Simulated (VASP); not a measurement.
# H6C2O in VASP: a series of runs

The runs below take H6C2O through single point, with PBE+D3(BJ).

Program: VASP 6.6.1. These are calculated values, not measurements. Logs are shortened: lines on timing, memory, paths and dates and some standing lists are left out, and cuts for length are marked.

## 1. The cell of the first run

The cell holds an amorphous packing of atoms, 36 atoms: a = 7.294 Å, b = 7.294 Å, c = 7.294 Å, α = 90.00°, β = 90.00°, γ = 90.00°.

## 2. Single point, PBE+D3(BJ)

The input, INCAR:

```
ALGO     = Normal         # electronic algorithm
EDIFF    = 1E-7           # SCF threshold, eV
ENCUT    = 520            # plane-wave cutoff, eV
GGA      = PE             # functional
ISIF     = 2              # what is computed and relaxed
ISMEAR   = -1             # smearing method
IVDW     = 12             # dispersion correction
LASPH    = T              # aspherical terms in the spheres
LCHARG   = T              # write CHGCAR
LELF     = T              # ELF
LREAL    = Auto         
LVHAR    = T            
LWAVE    = F              # write WAVECAR
NBANDS   = 64             # bands
NELM     = 60             # most SCF steps
PREC     = Accurate       # precision mode
SIGMA    = 0.02           # smearing width, eV
```

The input, KPOINTS:

```
k-points
0
Gamma
  1 1 1
```

The input, POSCAR:

```
H6C2O
1.0
    7.2936330000      0.0000000000      0.0000000000
    0.0000000000      7.2936330000      0.0000000000
    0.0000000000      0.0000000000      7.2936330000
C O H
8 4 24
Direct
    0.3855861024      0.0014499561      0.1841517255
    0.3921158358      0.1950303413      0.1100679766
    0.5170636516      0.6895272854      0.6397107334
    0.3590364268      0.5556592047      0.6597165163
    0.9621135693      0.0121587332      0.4897921114
    0.8481900888      0.1837733288      0.5216608165
    0.8645046353      0.9279036242      0.9763370019
    0.8944449954      0.7272570318      1.0221784661
    0.2335501078      0.2931863693      0.1754823591
    0.3974301203      0.3994235239      0.5451277112
    0.6709404051      0.1312981827      0.5840404871
    0.7294665561      0.6559158100      1.1024783640
    0.2577552516      0.4231410697      0.1606500067
    0.5184417214      0.2639369335      0.1574506491
    0.3939446568      0.1943660231     -0.0415648773
    0.4959170844     -0.0826157983      0.1256708957
    0.4031339209      0.0015952335      0.3336991916
    0.2537181250     -0.0633600744      0.1503512394
    0.2833659807      0.3351505921      0.5172102496
    0.3431589139      0.5120721206      0.8048398592
    0.2284126033      0.6198379917      0.6159040610
    0.4965586303      0.8099758783      0.7278165019
    0.6478172757      0.6244413071      0.6806929355
    0.5307214231      0.7361981310      0.4966384070
    0.5891358113      0.2383916988      0.5797869915
    0.9169626086      0.2738746590      0.6247748953
    0.8393032857      0.2631320091      0.3916004103
    1.0968275880      0.0479866065      0.4305342104
    0.9837457271     -0.0633391349      0.6191591172
    0.8908768760     -0.0799873506      0.3925966808
    0.7514569081      0.5277520907      1.1309649379
    0.9303326896      0.6491607234      0.8965196997
    1.0106081217      0.7125398523      1.1196461264
    0.9930926085      0.9895308966      0.9276061864
    0.7603162890      0.9452356020      0.8689493149
    0.8206931046      1.0041793477      1.0986320404
```

Potentials or basis: VASP PAW PBE potentials, release 64 (C, O, H).

Command:

```sh
$ cat potpaw_PBE.64/C/POTCAR potpaw_PBE.64/O/POTCAR potpaw_PBE.64/H/POTCAR > POTCAR
$ mpirun -np 1 vasp_gam > vasp.out
```

OUTCAR:

```text
EDIFF = 1E-7
   ENCUT = 520
   GGA = PE
   ISIF = 2
   ISMEAR = -1
   IVDW = 12
   LASPH = T
   LREAL = Auto
   NELM = 60
   PREC = Accurate
 IVDW          = 12

 ion  position               nearest neighbor table
   1  0.386  0.001  0.184-  16 1.10  17 1.10  18 1.10   2 1.51
   2  0.392  0.195  0.110-  14 1.10  15 1.11   9 1.44   1 1.51
   3  0.517  0.690  0.640-  22 1.10  24 1.10  23 1.11   4 1.52
   4  0.359  0.556  0.660-  21 1.11  20 1.11  10 1.44   3 1.52
   5  0.962  0.012  0.490-  29 1.10  28 1.10  30 1.11   6 1.52
   6  0.848  0.184  0.522-  27 1.11  26 1.12  11 1.42   5 1.52
   7  0.865  0.928  0.976-  35 1.10  36 1.10  34 1.10   8 1.52
   8  0.894  0.727  0.022-  32 1.11  33 1.11  12 1.44   7 1.52
   9  0.234  0.293  0.175-  13 0.97   2 1.44
  10  0.397  0.399  0.545-  19 0.98   4 1.44
  11  0.671  0.131  0.584-  25 0.98   6 1.42
  12  0.729  0.656  0.102-  31 0.97   8 1.44
  13  0.258  0.423  0.161-   9 0.97
  14  0.518  0.264  0.157-   2 1.10
  15  0.394  0.194  0.958-   2 1.11
  16  0.496  0.917  0.126-   1 1.10
  17  0.403  0.002  0.334-   1 1.10
  18  0.254  0.937  0.150-   1 1.10
[... 16 lines left out ...]
  35  0.760  0.945  0.869-   7 1.10
  36  0.821  0.004  0.099-   7 1.10

  LATTYP: Found a simple cubic cell.
 ALAT       =     7.2936330000

  Lattice vectors:

 A1 = (   7.2936330000,   0.0000000000,   0.0000000000)
 A2 = (   0.0000000000,   7.2936330000,   0.0000000000)
 A3 = (   0.0000000000,   0.0000000000,   7.2936330000)

Analysis of symmetry for initial positions (statically):
=====================================================================
 Subroutine PRICEL returns:
 Original cell was already a primitive cell.

 Routine SETGRP: Setting up the symmetry group for a
 simple cubic supercell.

 Subroutine GETGRP returns: Found  1 space group operations
 (whereof  1 operations were pure point group operations)
 out of a pool of 48 trial point group operations.

The static configuration has the point symmetry C_1 .

Analysis of symmetry for dynamics (positions and initial velocities):
=====================================================================
 Subroutine PRICEL returns:
 Original cell was already a primitive cell.

 Routine SETGRP: Setting up the symmetry group for a
 simple cubic supercell.

 Subroutine GETGRP returns: Found  1 space group operations
 (whereof  1 operations were pure point group operations)
 out of a pool of 48 trial point group operations.

The dynamic configuration has the point symmetry C_1 .

 Subroutine INISYM returns: Found  1 space group operations
 (whereof  1 operations are pure point group operations),
 and found     1 'primitive' translations

----------------------------------------------------------------------------------------

                                     Primitive cell

  volume of cell :     388.0000

  direct lattice vectors                    reciprocal lattice vectors
     7.293633000  0.000000000  0.000000000     0.137105884  0.000000000  0.000000000
     0.000000000  7.293633000  0.000000000     0.000000000  0.137105884  0.000000000
     0.000000000  0.000000000  7.293633000     0.000000000  0.000000000  0.137105884

  length of vectors
     7.293633000  7.293633000  7.293633000     0.137105884  0.137105884  0.137105884

  position of ions in fractional coordinates (direct lattice)
     0.385586102  0.001449956  0.184151726
     0.392115836  0.195030341  0.110067977
     0.517063652  0.689527285  0.639710733
     0.359036427  0.555659205  0.659716516
     0.962113569  0.012158733  0.489792111
     0.848190089  0.183773329  0.521660817
[... 28 lines left out ...]
     0.760316289  0.945235602  0.868949315
     0.820693105  0.004179348  0.098632040

  ion indices of the primitive-cell ions
   primitive index   ion index
                 1           1
                 2           2
                 3           3
                 4           4
                 5           5
                 6           6
[... 28 lines left out ...]
                35          35
                36          36

----------------------------------------------------------------------------------------

 KPOINTS: k-points

Automatic generation of k-mesh.
 Grid dimensions read from file:
 generate k-points for:    1    1    1

 Generating k-lattice:

  Cartesian coordinates                     Fractional coordinates (reciprocal lattice)
     0.137105884  0.000000000  0.000000000     1.000000000  0.000000000  0.000000000
     0.000000000  0.137105884  0.000000000     0.000000000  1.000000000  0.000000000
     0.000000000  0.000000000  0.137105884     0.000000000  0.000000000  1.000000000

  Length of vectors
     0.137105884  0.137105884  0.137105884

  Shift w.r.t. Gamma in fractional coordinates (k-lattice)
     0.000000000  0.000000000  0.000000000

 Subroutine IBZKPT returns following result:
 ===========================================

 Found      1 irreducible k-points:

 Following reciprocal coordinates:
            Coordinates               Weight
  0.000000  0.000000  0.000000      1.000000
   k-points           NKPTS =      1   k-points in BZ     NKDIM =      1   number of bands    NBANDS=     64
   number of dos      NEDOS =    301   number of ions     NIONS =     36
   total plane-waves  NPLWV = 157464
   dimension x,y,z NGX =    54 NGY =   54 NGZ =   54
   dimension x,y,z NGXF=   108 NGYF=  108 NGZF=  108
   ions per type =               8   4  24
   NGX,Y,Z   is equivalent  to a cutoff of  12.31, 12.31, 12.31 a.u.
   NGXF,Y,Z  is equivalent  to a cutoff of  24.62, 24.62, 24.62 a.u.
 SYSTEM =  unknown system
   PREC   = accura    normal or accurate (medium, high low for compatibility)
   ISTART =      0    job   : 0-new  1-cont  2-samecut
   ICHARG =      2    charge: 1-file 2-atom 10-const
   ISPIN  =      1    spin polarized calculation?
   LNONCOLLINEAR =      F non collinear calculations
   LSORBIT =      F    spin-orbit coupling
   LASPH  =      T    aspherical Exc in radial PAW
   ENCUT  =  520.0 eV  38.22 Ry    6.18 a.u.  13.56 13.56 13.56*2*pi/ulx,y,z
   NELM   =     60;   NELMIN=  2; NELMDL= -5     # of ELM steps
   EDIFF  = 0.1E-06   stopping-criterion for ELM
   LREAL  =      T    real-space projection
   EDIFFG = 0.1E-05   stopping-criterion for IOM
   NSW    =      0    number of steps for IOM
   IBRION =     -1    ionic relax: 0-MD 1-quasi-New 2-CG
   NFREE  =      0    steps in history (QN), initial steepest desc. (CG)
   ISIF   =      2    stress and relaxation
   ISYM   =      2    0-nonsym 1-usesym 2-fastsym
   POTIM  = 0.5000    time-step for ionic-motion
   TEBEG  =    0.0;   TEEND  =   0.0 temperature during run
   PSTRESS=    0.0 pullay stress
   NELECT =      80.0000    total number of electrons
   NUPDOWN=      -1.0000    fix difference up-down
   EMIN   =  10.00;   EMAX   =-10.00  energy-range for DOS
   EFERMI =   0.00;   METHOD = LEGACY
   ISMEAR =    -1;   SIGMA  =   0.02  broadening in eV -4-tet -1-fermi 0-gaus
   EFERMI_NEDOS =   21; number of points for ismear=-14 and -15
   IALGO  =     38    algorithm
   IMIX   =      4    mixing-type and parameters
     AMIX     =   0.40;   BMIX     =  1.00
     AMIX_MAG =   1.60;   BMIX_MAG =  1.00
  volume/ion in A,a.u.               =      10.78        72.73
  Fermi-wavevector in a.u.,A,eV,Ry     =   0.967151  1.827650 12.726630  0.935381
  Thomas-Fermi vector in A             =   2.097013
   LORBIT       =      0    0 simple, 1 ext, 2 COOP (PROOUT), +10 PAW based schemes
   GGA     = PE    functional components
   LHFCALC =     F    Hartree Fock is set to
   AEXX    =    0.0000 exact exchange contribution
   IVDW    =    12    specifies the selected vdW correction
   LEPSILON=     F    determine dielectric tensor
   LRPA    =     F    only Hartree local field effects (RPA)
 non-spin polarized calculation
  energy-cutoff  :      520.00
  volume of cell :      388.00
 maximum number of plane-waves:      5198
 NGX is ok and might be reduce to    54
   NGX = 27   NGY = 27   NGZ = 27

 number of electron      79.9999984 magnetization

 Free energy of the ion-electron system (eV)
  ---------------------------------------------------
  ext. energy  EPLUGINS =         0.00000000
  ---------------------------------------------------
  free energy    TOTEN  =      -187.98941726 eV

  energy without entropy =     -187.98941726  energy(sigma->0) =     -187.98941726

 E-fermi :  -2.2743     XC(G=0):  -6.5020

 val. band max:       -2.7716978261   @ k =   0.0000   0.0000   0.0000
 cond. band min:       1.7118136723   @ k =   0.0000   0.0000   0.0000
 fundamental gap:      4.4835114984
 Fermi energy:        -2.2742627142

 k-point     1 :       0.0000    0.0000    0.0000
  band No.  band energies     occupation
      1     -22.6878      2.00000
      2     -22.4563      2.00000
      3     -22.4389      2.00000
      4     -21.8452      2.00000
      5     -15.4961      2.00000
      6     -15.4145      2.00000
[... 44 lines left out ...]
     51       5.2174      0.00000
     52       5.5148      0.00000
 [bands above 52 left out]

------------------------ aborting loop because EDIFF is reached ----------------------------------------

 Edisp (eV)   -1.30171

 E8    (eV) :    -0.2837

  FORCE on cell =-STRESS in cart. coord.  units (eV):
  Direction    XX          YY          ZZ          XY          YZ          ZX
  --------------------------------------------------------------------------------------
  -------------------------------------------------------------------------------------
  Total      -1.84124    -1.31937    -1.59658     0.06626     0.09658    -0.33989
  in kB      -7.60306    -5.44812    -6.59280     0.27363     0.39879    -1.40353
  external pressure =       -6.55 kB  Pullay stress =        0.00 kB

 VOLUME and BASIS-vectors are now :
 -----------------------------------------------------------------------------
  energy-cutoff  :      520.00
  volume of cell :      388.00
      direct lattice vectors                 reciprocal lattice vectors
     7.293633000  0.000000000  0.000000000     0.137105884  0.000000000  0.000000000
     0.000000000  7.293633000  0.000000000     0.000000000  0.137105884  0.000000000
     0.000000000  0.000000000  7.293633000     0.000000000  0.000000000  0.137105884

 POSITION                                       TOTAL-FORCE (eV/Angst)
 -----------------------------------------------------------------------------------
      2.81232      0.01058      1.34314         0.003871     -0.043623     -0.019415
      2.85995      1.42248      0.80280         0.143849     -0.097353     -0.051811
      3.77127      5.02916      4.66582         0.050908     -0.027673     -0.026245
      2.61868      4.05277      4.81173         0.049405      0.183705      0.092876
      7.01730      0.08868      3.57236         0.141112     -0.199237     -0.044355
      6.18639      1.34038      3.80480         0.178462      0.110911     -0.045789
[... 28 lines left out ...]
      5.54547      6.89420      6.33780         0.060831      0.005279      0.052633
      5.98583      0.03048      0.71939         0.020647     -0.040790     -0.038935
 -----------------------------------------------------------------------------------
    total drift:                               -0.005204      0.000832     -0.012588

  FREE ENERGIE OF THE ION-ELECTRON SYSTEM (eV)
  ---------------------------------------------------
  free  energy   TOTEN  =      -189.2911230244 eV

  energy  without entropy=     -189.2911230244  energy(sigma->0) =     -189.29112302
```

Run time: 42 s. Hardware: 1 thread of Intel Xeon 6975P-C (Granite Rapids), shared host; peak memory 0.35 GiB.

Results:

* Free energy: -189.2911 eV
* Pressure: -0.7 GPa
* Largest force: 0.276 eV/Å
* Band gap on the k mesh: 4.48 eV
* Dispersion energy per atom: -0.036 eV

Forces on the atoms (eV/Å):
```
C    0.004 -0.044 -0.019
C    0.144 -0.097 -0.052
C    0.051 -0.028 -0.026
C    0.049  0.184  0.093
C    0.141 -0.199 -0.044
C    0.178  0.111 -0.046
C   -0.042 -0.018  0.020
C    0.225  0.092 -0.089
O   -0.130  0.027  0.077
O   -0.167 -0.155  0.001
O   -0.020  0.028  0.054
O   -0.026 -0.026  0.018
H    0.004  0.083 -0.007
H   -0.008  0.006 -0.009
H   -0.001  0.009 -0.001
H   -0.030  0.022  0.009
H   -0.005 -0.011  0.011
H    0.027  0.017  0.012
H    0.170  0.030 -0.099
H    0.004  0.018 -0.159
H    0.108 -0.032  0.038
H    0.016 -0.037 -0.063
H   -0.187  0.062 -0.026
H   -0.020 -0.040  0.180
H   -0.132  0.027 -0.017
H   -0.077 -0.099 -0.155
H   -0.009 -0.083  0.141
H   -0.235 -0.066  0.101
H   -0.006  0.144 -0.236
H    0.119  0.150  0.184
H   -0.072 -0.082  0.063
H   -0.025  0.055  0.089
H   -0.094  0.001 -0.058
H   -0.035 -0.016  0.003
H    0.061  0.005  0.053
H    0.021 -0.041 -0.039
```

Stress tensor (GPa, compression positive):
```
-0.76  0.03 -0.14
 0.03 -0.54  0.04
-0.14  0.04 -0.66
```

Levels at points of the mesh, in eV from the valence-band top:
```csv
k point,band 36,band 37,band 38,band 39,band 40,band 41,band 42,band 43,band 44,band 45
"(0.00, 0.00, 0.00)",-1.58,-0.80,-0.52,-0.48,0.00,4.48,5.86,5.92,6.37,6.50
```

Caveat: the k points lie up to 0.86 Å⁻¹ apart.

(Part 1 of 2 ends here.)
